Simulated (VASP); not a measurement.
# Ga2SbP3 (P4/mmm) in VASP: single point with PBE

Aim: the single point of Ga2SbP3 with PBE.

All numbers are computed with VASP 6.6.1; they aren't measurements. Logs are shortened: lines on timing, memory, paths and dates and some standing lists are left out, and cuts for length are marked.

### 1 The cell of the first run

Symmetry: P4/mmm, No. 123, tetragonal system. Conventional cell: a = 3.467 Å, b = 3.467 Å, c = 9.067 Å, α = 90.00°, β = 90.00°, γ = 90.00°. Ga (site symmetry 4mm) has 8 P at 2.67 to 2.86 Å and 5 Ga at 2.93 to 3.47 Å and 1 Sb at 3.07 Å within 3.5 Å. Within 4.0 Å of Sb (site symmetry 4/mmm) lie 2 Ga at 3.07 Å and 8 P at 3.18 Å and 4 Sb at 3.47 Å. Within 3.3 Å of P (site symmetry 4/mmm) lie 2 P at 2.52 Å and 8 Ga at 2.86 Å. P (site symmetry 4mm) has 1 P at 2.52 Å and 4 Ga at 2.67 Å and 4 Sb at 3.18 Å within 3.3 Å.

### 2 Single point, PBE

The input, INCAR:

```
SYSTEM = Ga2SbP3
  PREC = Accurate
  ENCUT = 500
  EDIFF = 1E-6
  ISMEAR = 0
  SIGMA = 0.2
  LREAL = .False.
  LASPH = .True.
  NELM = 120
  ALGO = Normal
  ISIF = 2
  LWAVE = .False.
  LCHARG = .False.
  GGA = PE
  NBANDS = 58
  GGA_COMPAT = .False.
```

The input, KPOINTS:

```
regular mesh
0
Gamma
  6 4 4
  0 0 0
```

The input, POSCAR:

```
Ga2SbP3
1.0
    0.0000000000     -3.4667822613      0.0000000000
   -6.9335645226      0.0000000000      0.0000000000
    0.0000000000      0.0000000000     -9.0674227308
Ga Sb P
4 2 6
Direct
    0.5000000000      0.7500000000      0.1615901914
    0.5000000000      0.2500000000      0.1615901914
    0.5000000000      0.7500000000      0.8384098086
    0.5000000000      0.2500000000      0.8384098086
    0.5000000000      0.7500000000      0.5000000000
    0.5000000000      0.2500000000      0.5000000000
    0.0000000000      1.0000000000      1.0000000000
    0.0000000000      0.5000000000      1.0000000000
    1.0000000000      0.5000000000      0.2773699461
    1.0000000000      0.0000000000      0.2773699461
    0.0000000000      0.5000000000      0.7226300539
    0.0000000000      0.0000000000      0.7226300539
```

Potentials or basis: VASP PAW PBE potentials, release 64 (Ga_d, Sb, P).

The run is started by

```
cat potpaw_PBE.64/Ga_d/POTCAR potpaw_PBE.64/Sb/POTCAR potpaw_PBE.64/P/POTCAR > POTCAR
mpirun -np 1 vasp_std > vasp.out
```

OUTCAR:

```text
SYSTEM = Ga2SbP3
   PREC = Accurate
   ENCUT = 500
   EDIFF = 1E-6
   ISMEAR = 0
   LREAL = .False.
   LASPH = .True.
   NELM = 120
   ISIF = 2
   GGA = PE

 ion  position               nearest neighbor table
   1  0.500  0.750  0.162-   9 2.67  10 2.67   9 2.67  10 2.67   7 2.86   8 2.86   7 2.86   8 2.86
                             5 3.07
   2  0.500  0.250  0.162-   9 2.67  10 2.67   9 2.67  10 2.67   7 2.86   8 2.86   7 2.86   8 2.86
                             6 3.07
   3  0.500  0.750  0.838-  11 2.67  12 2.67  11 2.67  12 2.67   7 2.86   8 2.86   7 2.86   8 2.86
                             5 3.07
   4  0.500  0.250  0.838-  11 2.67  12 2.67  11 2.67  12 2.67   7 2.86   8 2.86   7 2.86   8 2.86
                             6 3.07
   5  0.500  0.750  0.500-   1 3.07   3 3.07   9 3.18  10 3.18  11 3.18  12 3.18   9 3.18  10 3.18
                            11 3.18  12 3.18   6 3.47   6 3.47
   6  0.500  0.250  0.500-   2 3.07   4 3.07   9 3.18  10 3.18  11 3.18  12 3.18   9 3.18  10 3.18
                            11 3.18  12 3.18   5 3.47   5 3.47
   7  0.000  0.000  0.000-  10 2.52  12 2.52   3 2.86   4 2.86   1 2.86   2 2.86   1 2.86   2 2.86
                             3 2.86   4 2.86
   8  0.000  0.500  0.000-   9 2.52  11 2.52   3 2.86   4 2.86   1 2.86   2 2.86   1 2.86   2 2.86
                             3 2.86   4 2.86
   9  0.000  0.500  0.277-   8 2.52   2 2.67   1 2.67   1 2.67   2 2.67   6 3.18   5 3.18   5 3.18
                             6 3.18
  10  0.000  0.000  0.277-   7 2.52   2 2.67   1 2.67   1 2.67   2 2.67   6 3.18   5 3.18   5 3.18
                             6 3.18
  11  0.000  0.500  0.723-   8 2.52   4 2.67   3 2.67   3 2.67   4 2.67   6 3.18   5 3.18   5 3.18
                             6 3.18
  12  0.000  0.000  0.723-   7 2.52   4 2.67   3 2.67   3 2.67   4 2.67   6 3.18   5 3.18   5 3.18
                             6 3.18

  LATTYP: Found a simple orthorhombic cell.
 ALAT       =     3.4667822613
 B/A-ratio  =     2.0000000000
 C/A-ratio  =     2.6155154975

  Lattice vectors:

 A1 = (   0.0000000000,  -3.4667822613,   0.0000000000)
 A2 = (  -6.9335645226,   0.0000000000,   0.0000000000)
 A3 = (   0.0000000000,   0.0000000000,  -9.0674227308)

Analysis of symmetry for initial positions (statically):
=====================================================================
 Subroutine PRICEL returns following result:

  LATTYP: Found a simple tetragonal cell.
 ALAT       =     3.4667822613
 C/A-ratio  =     2.6155154975

  Lattice vectors:

 A1 = (   0.0000000000,  -3.4667822613,   0.0000000000)
 A2 = (  -3.4667822613,   0.0000000000,   0.0000000000)
 A3 = (   0.0000000000,   0.0000000000,  -9.0674227308)

   2 primitive cells build up your supercell.

 Routine SETGRP: Setting up the symmetry group for a
 simple orthorhombic supercell.

 Subroutine GETGRP returns: Found  8 space group operations
 (whereof  8 operations were pure point group operations)
 out of a pool of  8 trial point group operations.

The static configuration has the point symmetry D_2h.

Analysis of symmetry for dynamics (positions and initial velocities):
=====================================================================
 Subroutine PRICEL returns following result:

  LATTYP: Found a simple tetragonal cell.
 ALAT       =     3.4667822613
 C/A-ratio  =     2.6155154975

  Lattice vectors:

 A1 = (   0.0000000000,  -3.4667822613,   0.0000000000)
 A2 = (  -3.4667822613,   0.0000000000,   0.0000000000)
 A3 = (   0.0000000000,   0.0000000000,  -9.0674227308)

   2 primitive cells build up your supercell.

 Routine SETGRP: Setting up the symmetry group for a
 simple orthorhombic supercell.

 Subroutine GETGRP returns: Found  8 space group operations
 (whereof  8 operations were pure point group operations)
 out of a pool of  8 trial point group operations.

The dynamic configuration has the point symmetry D_2h.

 Subroutine INISYM returns: Found  8 space group operations
 (whereof  8 operations are pure point group operations),
 and found     2 'primitive' translations

----------------------------------------------------------------------------------------

                                     Primitive cell

  volume of cell :     108.9775

[... 36 lines left out ...]
     0.000000000 -0.048075320  0.000000000     0.166666667  0.000000000  0.000000000
    -0.036056490  0.000000000  0.000000000     0.000000000  0.250000000  0.000000000
     0.000000000  0.000000000 -0.027571230     0.000000000  0.000000000  0.250000000

  Length of vectors
     0.048075320  0.036056490  0.027571230

  Shift w.r.t. Gamma in fractional coordinates (k-lattice)
     0.000000000  0.000000000  0.000000000

 Subroutine IBZKPT returns following result:
 ===========================================

 Found     36 irreducible k-points:

 Following reciprocal coordinates:
            Coordinates               Weight
  0.000000  0.000000  0.000000      1.000000
  0.166667  0.000000  0.000000      2.000000
  0.333333  0.000000  0.000000      2.000000
  0.500000  0.000000  0.000000      1.000000
  0.000000  0.250000  0.000000      2.000000
  0.166667  0.250000  0.000000      4.000000
[... 16 lines left out ...]
  0.333333  0.500000  0.250000      4.000000
  0.500000  0.500000  0.250000      2.000000
 [... further k-points ...]
   k-points           NKPTS =     36   k-points in BZ     NKDIM =     36   number of bands    NBANDS=     58
   number of dos      NEDOS =    301   number of ions     NIONS =     12
   total plane-waves  NPLWV = 105840
   dimension x,y,z NGX =    28 NGY =   54 NGZ =   70
   dimension x,y,z NGXF=    56 NGYF=  108 NGZF=  140
   ions per type =               4   2   6
   NGX,Y,Z   is equivalent  to a cutoff of  13.43, 12.95, 12.83 a.u.
   NGXF,Y,Z  is equivalent  to a cutoff of  26.85, 25.90, 25.67 a.u.
 SYSTEM =  Ga2SbP3
   PREC   = accura    normal or accurate (medium, high low for compatibility)
   ISTART =      0    job   : 0-new  1-cont  2-samecut
   ICHARG =      2    charge: 1-file 2-atom 10-const
   ISPIN  =      1    spin polarized calculation?
   LNONCOLLINEAR =      F non collinear calculations
   LSORBIT =      F    spin-orbit coupling
   LASPH  =      T    aspherical Exc in radial PAW
   ENCUT  =  500.0 eV  36.75 Ry    6.06 a.u.   6.32 12.64 16.53*2*pi/ulx,y,z
   NELM   =    120;   NELMIN=  2; NELMDL= -5     # of ELM steps
   EDIFF  = 0.1E-05   stopping-criterion for ELM
   LREAL  =      F    real-space projection
   EDIFFG = 0.1E-04   stopping-criterion for IOM
   NSW    =      0    number of steps for IOM
   IBRION =     -1    ionic relax: 0-MD 1-quasi-New 2-CG
   NFREE  =      0    steps in history (QN), initial steepest desc. (CG)
   ISIF   =      2    stress and relaxation
   ISYM   =      2    0-nonsym 1-usesym 2-fastsym
   POTIM  = 0.5000    time-step for ionic-motion
   TEBEG  =    0.0;   TEEND  =   0.0 temperature during run
   PSTRESS=    0.0 pullay stress
   NELECT =      92.0000    total number of electrons
   NUPDOWN=      -1.0000    fix difference up-down
   EMIN   =  10.00;   EMAX   =-10.00  energy-range for DOS
   EFERMI =   0.00;   METHOD = LEGACY
   ISMEAR =     0;   SIGMA  =   0.20  broadening in eV -4-tet -1-fermi 0-gaus
   EFERMI_NEDOS =   21; number of points for ismear=-14 and -15
   IALGO  =     38    algorithm
   IMIX   =      4    mixing-type and parameters
     AMIX     =   0.40;   BMIX     =  1.00
     AMIX_MAG =   1.60;   BMIX_MAG =  1.00
  volume/ion in A,a.u.               =      18.16       122.57
  Fermi-wavevector in a.u.,A,eV,Ry     =   1.228047  2.320673 20.518950  1.508100
  Thomas-Fermi vector in A             =   2.362988
   LORBIT       =      0    0 simple, 1 ext, 2 COOP (PROOUT), +10 PAW based schemes
   GGA     = PE    functional components
   LHFCALC =     F    Hartree Fock is set to
   AEXX    =    0.0000 exact exchange contribution
   IVDW    =     0    specifies the selected vdW correction
   LEPSILON=     F    determine dielectric tensor
   LRPA    =     F    only Hartree local field effects (RPA)
 non-spin polarized calculation
 Gauss-broadening in eV      SIGMA  =   0.20
  energy-cutoff  :      500.00
  volume of cell :      217.96
 maximum number of plane-waves:      5580
 NGX is ok and might be reduce to    28
   NGX = 13   NGY = 25   NGZ = 33

 number of electron      92.0000014 magnetization

 Free energy of the ion-electron system (eV)
  ---------------------------------------------------
  ext. energy  EPLUGINS =         0.00000000
  ---------------------------------------------------
  free energy    TOTEN  =       -48.05296157 eV

  energy without entropy =      -47.93464471  energy(sigma->0) =      -47.99380314

 E-fermi :   7.7387     XC(G=0): -10.9660

 val. band max:        7.7382063713   @ k =   0.5000   0.2500   0.0000
 cond. band min:       7.7453582978   @ k =   0.0000   0.2500   0.5000
 fundamental gap:      0.0071519265
 Fermi energy:         7.7387007708

 k-point     1 :       0.0000    0.0000    0.0000
  band No.  band energies     occupation
      1      -7.2789      2.00000
      2      -7.2558      2.00000
      3      -7.2322      2.00000
      4      -7.1887      2.00000
      5      -7.1767      2.00000
      6      -7.1763      2.00000
[... 1453 lines left out ...]
     57      11.1087      0.00000
     58      11.1087      0.00000

 [... further k-points ...]

------------------------ aborting loop because EDIFF is reached ----------------------------------------

  FORCE on cell =-STRESS in cart. coord.  units (eV):
  Direction    XX          YY          ZZ          XY          YZ          ZX
  --------------------------------------------------------------------------------------
  -------------------------------------------------------------------------------------
  Total       -0.0167300      0.1967823     -0.2912619     -0.0000000      0.0000000      0.0000000
  in kB       -0.1229812      1.4465373     -2.1410523     -0.0000000      0.0000000      0.0000000
  external PRESSURE =      -0.2724987 kB  Pullay stress =       0.0000000 kB

 VOLUME and BASIS-vectors are now :
 -----------------------------------------------------------------------------
  energy-cutoff  :      500.00
  volume of cell :      217.96
      direct lattice vectors                 reciprocal lattice vectors
     0.000000000 -3.466782261  0.000000000     0.000000000 -0.288451920  0.000000000
    -6.933564523  0.000000000  0.000000000    -0.144225960  0.000000000  0.000000000
     0.000000000  0.000000000 -9.067422731     0.000000000  0.000000000 -0.110284921

 POSITION                                       TOTAL-FORCE (eV/Angst)
 -----------------------------------------------------------------------------------
     -5.20017     -1.73339     -1.46521         0.000000     -0.000000      0.023663
     -1.73339     -1.73339     -1.46521         0.000000     -0.000000      0.023663
     -5.20017     -1.73339     -7.60222         0.000000      0.000000     -0.023663
     -1.73339     -1.73339     -7.60222         0.000000      0.000000     -0.023663
     -5.20017     -1.73339     -4.53371        -0.000000     -0.000000      0.000000
     -1.73339     -1.73339     -4.53371         0.000000     -0.000000      0.000000
      0.00000      0.00000      0.00000         0.000000     -0.000000      0.000000
     -3.46678      0.00000      0.00000         0.000000     -0.000000      0.000000
     -3.46678      0.00000     -2.51503         0.000000     -0.000000      0.054214
      0.00000      0.00000     -2.51503         0.000000     -0.000000      0.054214
     -3.46678      0.00000     -6.55239         0.000000     -0.000000     -0.054214
      0.00000      0.00000     -6.55239         0.000000     -0.000000     -0.054214
 -----------------------------------------------------------------------------------
    total drift:                               -0.000000     -0.000000     -0.000000

  FREE ENERGIE OF THE ION-ELECTRON SYSTEM (eV)
  ---------------------------------------------------
  free  energy   TOTEN  =       -48.0529615705 eV

  energy  without entropy=      -47.9346447069  energy(sigma->0) =      -47.99380314
```

Wall time 4.9 min (1 thread of Oxide Virtual Turin-like, shared host); peak memory 0.5 GiB.

What came out:

| Item | Value |
| --- | --- |
| Free energy | -48.0530 eV |
| Pressure | 0.0 GPa |
| Largest force | 0.054 eV/Å |
| Band gap on the k mesh | zero (bands 46 and 47 overlap by 1.88 eV) |

Forces on the atoms (eV/Å):
```
Ga   0.000  0.000  0.024
Ga   0.000  0.000  0.024
Ga   0.000  0.000 -0.024
Ga   0.000  0.000 -0.024
Sb   0.000  0.000  0.000
Sb   0.000  0.000  0.000
P    0.000  0.000  0.000
P    0.000  0.000  0.000
P    0.000  0.000  0.054
P    0.000  0.000  0.054
P    0.000  0.000 -0.054
P    0.000  0.000 -0.054
```

Levels at points of the mesh, in eV from the Fermi level:
| k point | band 44 | band 45 | band 46 | band 47 | band 48 | band 49 |
| --- | --- | --- | --- | --- | --- | --- |
| (0.00, 0.00, 0.00) | 0.03 | 0.03 | 0.25 | 1.31 | 1.35 | 1.68 |
| (0.50, 0.00, 0.00) | -1.08 | -0.70 | -0.11 | -0.10 | 0.26 | 0.69 |
| (0.00, 0.50, 0.00) | 0.22 | 0.44 | 0.44 | 0.54 | 0.54 | 1.46 |
| (0.50, 0.50, 0.00) | -2.01 | -1.04 | -1.04 | -0.96 | -0.96 | -0.79 |
| (0.00, 0.00, 0.50) | 0.15 | 0.84 | 0.84 | 1.01 | 1.28 | 1.30 |
| (0.50, 0.00, 0.50) | -1.93 | -0.95 | -0.80 | -0.67 | 0.15 | 0.15 |
| (0.00, 0.50, 0.50) | -1.01 | 0.48 | 0.48 | 1.12 | 1.12 | 1.53 |
| (0.50, 0.50, 0.50) | -1.96 | -0.65 | -0.65 | -0.65 | -0.65 | -0.38 |

Caveat: spin-orbit coupling is left out, which moves the levels of the heavy elements.
